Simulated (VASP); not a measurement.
# Mg3CdTe4 (P3m1) in VASP: notebook, part 2 of 2

VASP 6.6.1. Earlier steps stand in the parts before.

### 3 Relaxation of cell and atoms, PBE

This run uses another cell than the first one, of 34.60 Å³/atom.

Contents of INCAR:

```
SYSTEM = Mg3CdTe4
  PREC = Accurate
  ENCUT = 600
  EDIFF = 1E-6
  ISMEAR = 0
  SIGMA = 0.02
  LREAL = .FALSE.
  LASPH = .TRUE.
  NELM = 80
  ALGO = Normal
  ISIF = 3
  LWAVE = .FALSE.
  LCHARG = .FALSE.
  GGA = PE
  IBRION = 2
  NSW = 100
  EDIFFG = -0.01
```

Contents of KPOINTS:

```
Automatic mesh
0
G
  6 6 2
  0 0 0
```

Contents of POSCAR:

```
Mg3CdTe4
1.0
    4.6119192128      0.0000000000      0.0000000000
   -2.3059596064      3.9940391985      0.0000000000
    0.0000000000      0.0000000000     15.0276453081
Mg Cd Te
3 1 4
Direct
    0.3333333333      0.6666666667      0.4959167280
    0.3333333333      0.6666666667      0.9998849272
    0.6666666667      0.3333333333      0.2481738272
    0.6666666667      0.3333333333      0.7501298665
    0.3333333333      0.6666666667      0.1873796355
    0.3333333333      0.6666666667      0.6831797528
    0.6666666667      0.3333333333      0.4354973737
    0.6666666667      0.3333333333      0.9398379291
```

Potentials or basis: VASP PAW PBE potentials, release 64 (Mg, Cd, Te).

Command:

```sh
> cat potpaw_PBE.64/Mg/POTCAR potpaw_PBE.64/Cd/POTCAR potpaw_PBE.64/Te/POTCAR > POTCAR
> mpirun -np 1 vasp_std > vasp.out
```

OUTCAR:

```text
SYSTEM = Mg3CdTe4
   PREC = Accurate
   ENCUT = 600
   EDIFF = 1E-6
   ISMEAR = 0
   LREAL = .FALSE.
   LASPH = .TRUE.
   NELM = 80
   ISIF = 3
   GGA = PE
   IBRION = 2
   NSW = 100
   EDIFFG = -0.01

 ion  position               nearest neighbor table
   1  0.333  0.667  0.496-   7 2.81   7 2.81   7 2.81   6 2.81
   2  0.333  0.667  1.000-   8 2.81   8 2.81   8 2.81   5 2.82
   3  0.667  0.333  0.248-   7 2.82   5 2.82   5 2.82   5 2.82
   4  0.667  0.333  0.750-   6 2.85   6 2.85   6 2.85   8 2.85
   5  0.333  0.667  0.187-   3 2.82   3 2.82   3 2.82   2 2.82
   6  0.333  0.667  0.683-   1 2.81   4 2.85   4 2.85   4 2.85
   7  0.667  0.333  0.435-   1 2.81   1 2.81   1 2.81   3 2.82
   8  0.667  0.333  0.940-   2 2.81   2 2.81   2 2.81   4 2.85

  LATTYP: Found a hexagonal cell.
 ALAT       =     4.6119192128
 C/A-ratio  =     3.2584363721

  Lattice vectors:

 A1 = (   4.6119192128,   0.0000000000,   0.0000000000)
 A2 = (  -2.3059596064,   3.9940391985,   0.0000000000)
 A3 = (   0.0000000000,   0.0000000000,  15.0276453081)

Analysis of symmetry for initial positions (statically):
=====================================================================
 Subroutine PRICEL returns:
 Original cell was already a primitive cell.

 Routine SETGRP: Setting up the symmetry group for a
 hexagonal supercell.

 Subroutine GETGRP returns: Found  6 space group operations
 (whereof  6 operations were pure point group operations)
 out of a pool of 24 trial point group operations.

The static configuration has the point symmetry C_3v.

Analysis of symmetry for dynamics (positions and initial velocities):
=====================================================================
 Subroutine PRICEL returns:
 Original cell was already a primitive cell.

 Routine SETGRP: Setting up the symmetry group for a
 hexagonal supercell.

 Subroutine GETGRP returns: Found  6 space group operations
 (whereof  6 operations were pure point group operations)
 out of a pool of 24 trial point group operations.

The dynamic configuration has the point symmetry C_3v.

 Subroutine INISYM returns: Found  6 space group operations
 (whereof  6 operations are pure point group operations),
 and found     1 'primitive' translations

----------------------------------------------------------------------------------------

                                     Primitive cell

  volume of cell :     276.8120

  direct lattice vectors                    reciprocal lattice vectors
     4.611919213  0.000000000  0.000000000     0.216829470  0.125186553  0.000000000
    -2.305959606  3.994039198  0.000000000     0.000000000  0.250373106  0.000000000
     0.000000000  0.000000000 15.027645308     0.000000000  0.000000000  0.066544025

  length of vectors
     4.611919213  4.611919213 15.027645308     0.250373106  0.250373106  0.066544025

  position of ions in fractional coordinates (direct lattice)
     0.333333333  0.666666667  0.495916728
     0.333333333  0.666666667  0.999884927
     0.666666667  0.333333333  0.248173827
     0.666666667  0.333333333  0.750129867
     0.333333333  0.666666667  0.187379636
     0.333333333  0.666666667  0.683179753
     0.666666667  0.333333333  0.435497374
     0.666666667  0.333333333  0.939837929

  ion indices of the primitive-cell ions
   primitive index   ion index
[... 23 lines left out ...]

  Length of vectors
     0.041728851  0.041728851  0.033272012

  Shift w.r.t. Gamma in fractional coordinates (k-lattice)
     0.000000000  0.000000000  0.000000000

 Subroutine IBZKPT returns following result:
 ===========================================

 Found     14 irreducible k-points:

 Following reciprocal coordinates:
            Coordinates               Weight
  0.000000  0.000000  0.000000      1.000000
  0.166667  0.000000  0.000000      6.000000
  0.333333 -0.000000  0.000000      6.000000
  0.500000  0.000000  0.000000      3.000000
  0.166667  0.166667  0.000000      6.000000
  0.333333  0.166667  0.000000     12.000000
  0.333333  0.333333  0.000000      2.000000
  0.000000  0.000000  0.500000      1.000000
  0.166667  0.000000  0.500000      6.000000
  0.333333 -0.000000  0.500000      6.000000
  0.500000  0.000000  0.500000      3.000000
  0.166667  0.166667  0.500000      6.000000
  0.333333  0.166667  0.500000     12.000000
  0.333333  0.333333  0.500000      2.000000
   k-points           NKPTS =     14   k-points in BZ     NKDIM =     14   number of bands    NBANDS=     26
   number of dos      NEDOS =    301   number of ions     NIONS =      8
   total plane-waves  NPLWV = 192000
   dimension x,y,z NGX =    40 NGY =   40 NGZ =  120
   dimension x,y,z NGXF=    80 NGYF=   80 NGZF=  240
   ions per type =               3   1   4
   NGX,Y,Z   is equivalent  to a cutoff of  14.42, 14.42, 13.28 a.u.
   NGXF,Y,Z  is equivalent  to a cutoff of  28.84, 28.84, 26.55 a.u.
 SYSTEM =  Mg3CdTe4
   PREC   = accura    normal or accurate (medium, high low for compatibility)
   ISTART =      0    job   : 0-new  1-cont  2-samecut
   ICHARG =      2    charge: 1-file 2-atom 10-const
   ISPIN  =      1    spin polarized calculation?
   LNONCOLLINEAR =      F non collinear calculations
   LSORBIT =      F    spin-orbit coupling
   LASPH  =      T    aspherical Exc in radial PAW
   ENCUT  =  600.0 eV  44.10 Ry    6.64 a.u.   9.21  9.21 30.01*2*pi/ulx,y,z
   NELM   =     80;   NELMIN=  2; NELMDL= -5     # of ELM steps
   EDIFF  = 0.1E-05   stopping-criterion for ELM
   LREAL  =      F    real-space projection
   EDIFFG = -.1E-01   stopping-criterion for IOM
   NSW    =    100    number of steps for IOM
   IBRION =      2    ionic relax: 0-MD 1-quasi-New 2-CG
   NFREE  =      1    steps in history (QN), initial steepest desc. (CG)
   ISIF   =      3    stress and relaxation
   ISYM   =      2    0-nonsym 1-usesym 2-fastsym
   POTIM  = 0.5000    time-step for ionic-motion
   TEBEG  =    0.0;   TEEND  =   0.0 temperature during run
   PSTRESS=    0.0 pullay stress
   NELECT =      42.0000    total number of electrons
   NUPDOWN=      -1.0000    fix difference up-down
   EMIN   =  10.00;   EMAX   =-10.00  energy-range for DOS
   EFERMI =   0.00;   METHOD = LEGACY
   ISMEAR =     0;   SIGMA  =   0.02  broadening in eV -4-tet -1-fermi 0-gaus
   EFERMI_NEDOS =   21; number of points for ismear=-14 and -15
   IALGO  =     38    algorithm
   IMIX   =      4    mixing-type and parameters
     AMIX     =   0.40;   BMIX     =  1.00
     AMIX_MAG =   1.60;   BMIX_MAG =  1.00
  volume/ion in A,a.u.               =      34.60       233.50
  Fermi-wavevector in a.u.,A,eV,Ry     =   0.873165  1.650042 10.373313  0.762417
  Thomas-Fermi vector in A             =   1.992517
   LORBIT       =      0    0 simple, 1 ext, 2 COOP (PROOUT), +10 PAW based schemes
   GGA     = PE    functional components
   LHFCALC =     F    Hartree Fock is set to
   AEXX    =    0.0000 exact exchange contribution
   IVDW    =     0    specifies the selected vdW correction
   LEPSILON=     F    determine dielectric tensor
   LRPA    =     F    only Hartree local field effects (RPA)
 conjugate gradient relaxation of ions
 non-spin polarized calculation
 Gauss-broadening in eV      SIGMA  =   0.02
  energy-cutoff  :      600.00
  volume of cell :      276.81
 maximum number of plane-waves:      9272
 NGX is ok and might be reduce to    40
   NGX = 19   NGY = 19   NGZ = 61

--------------------------------------- Ionic step        1  -------------------------------------------

 number of electron      42.0000000 magnetization

 Free energy of the ion-electron system (eV)
  ---------------------------------------------------
  ext. energy  EPLUGINS =         0.00000000
  ---------------------------------------------------
  free energy    TOTEN  =       -24.00241062 eV

  energy without entropy =      -24.00241062  energy(sigma->0) =      -24.00241062

------------------------ aborting loop because EDIFF is reached ----------------------------------------

  FORCE on cell =-STRESS in cart. coord.  units (eV):
  Direction    XX          YY          ZZ          XY          YZ          ZX
  --------------------------------------------------------------------------------------
  -------------------------------------------------------------------------------------
  Total        0.5732068      0.5732068      0.6257955      0.0000000      0.0000000     -0.0000000
  in kB        3.3176988      3.3176988      3.6220802      0.0000000      0.0000000     -0.0000000
  external PRESSURE =       3.4191593 kB  Pullay stress =       0.0000000 kB
[... 197 lines left out ...]
--------------------------------------- Ionic step        6  -------------------------------------------

 number of electron      41.9999998 magnetization

 Free energy of the ion-electron system (eV)
  ---------------------------------------------------
  ext. energy  EPLUGINS =         0.00000000
  ---------------------------------------------------
  free energy    TOTEN  =       -24.00537279 eV

  energy without entropy =      -24.00537279  energy(sigma->0) =      -24.00537279

 E-fermi :   2.0169     XC(G=0):  -7.8964

 val. band max:        1.9294046796   @ k =   0.0000   0.0000   0.0000
 cond. band min:       3.5129678791   @ k =   0.0000   0.0000   0.0000
 fundamental gap:      1.5835631995
 Fermi energy:         2.0168628867

 k-point     1 :       0.0000    0.0000    0.0000
  band No.  band energies     occupation
      1      -8.5770      2.00000
      2      -8.3740      2.00000
      3      -8.2751      2.00000
      4      -8.0114      2.00000
      5      -5.9247      2.00000
      6      -5.9247      2.00000
[... 430 lines left out ...]
  FREE ENERGIE OF THE ION-ELECTRON SYSTEM (eV)
  ---------------------------------------------------
  free  energy   TOTEN  =       -24.0053727934 eV

  energy  without entropy=      -24.0053727934  energy(sigma->0) =      -24.00537279

 reached required accuracy - stopping structural energy minimisation
```

It took 5.6 min on 1 thread of Intel Xeon Platinum 8559C (Emerald Rapids), shared host; peak memory 0.58 GiB.

What came out:

| Quantity | Value |
| --- | --- |
| Free energy | -24.0054 eV |
| Relaxed volume | 34.94 Å³/atom |
| Relaxed cell | a = 4.627 Å, b = 4.627 Å, c = 15.079 Å, α = 90.00°, β = 90.00°, γ = 120.00° |
| Space group after relaxing (to 0.1 Å) | P3m1 (No. 156) |
| Energy gained by relaxing | 0.4 meV/atom |
| Ionic steps | 6 |
| Pressure after relaxing | 0.0 GPa |
| Largest force after relaxing | 0.005 eV/Å |
| Band gap on the k mesh | 1.58 eV |

Forces on the atoms (eV/Å):
```
Mg   0.000  0.000 -0.005
Mg   0.000  0.000  0.004
Mg   0.000  0.000 -0.004
Cd   0.000  0.000  0.004
Te   0.000  0.000  0.005
Te   0.000  0.000 -0.004
Te   0.000  0.000  0.000
Te   0.000  0.000  0.001
```

The path:
```csv
step,energy change (eV),largest force (eV/Å),pressure (GPa),volume (Å³)
1,0.0000,0.0418,0.34,276.81
2,-0.0029,0.0185,-0.03,279.78
3,-0.0029,0.0207,0.00,279.52
4,-0.0029,0.0202,0.00,279.58
5,-0.0029,0.0131,-0.01,279.56
6,-0.0030,0.0050,-0.01,279.54
```

Final structure:
```
Mg Cd Te
1.0
     4.62671    0.00000    0.00000
    -2.31335    4.00685    0.00000
     0.00000    0.00000   15.07892
Mg Cd Te
3 1 4
Direct
  0.33333 0.66667 0.49580
  0.33333 0.66667 0.99996
  0.66667 0.33333 0.24822
  0.66667 0.33333 0.74995
  0.33333 0.66667 0.18731
  0.33333 0.66667 0.68319
  0.66667 0.33333 0.43543
  0.66667 0.33333 0.94014
```

Caveat: spin-orbit coupling is left out, which moves the levels of the heavy elements. A k mesh can miss the band edges.
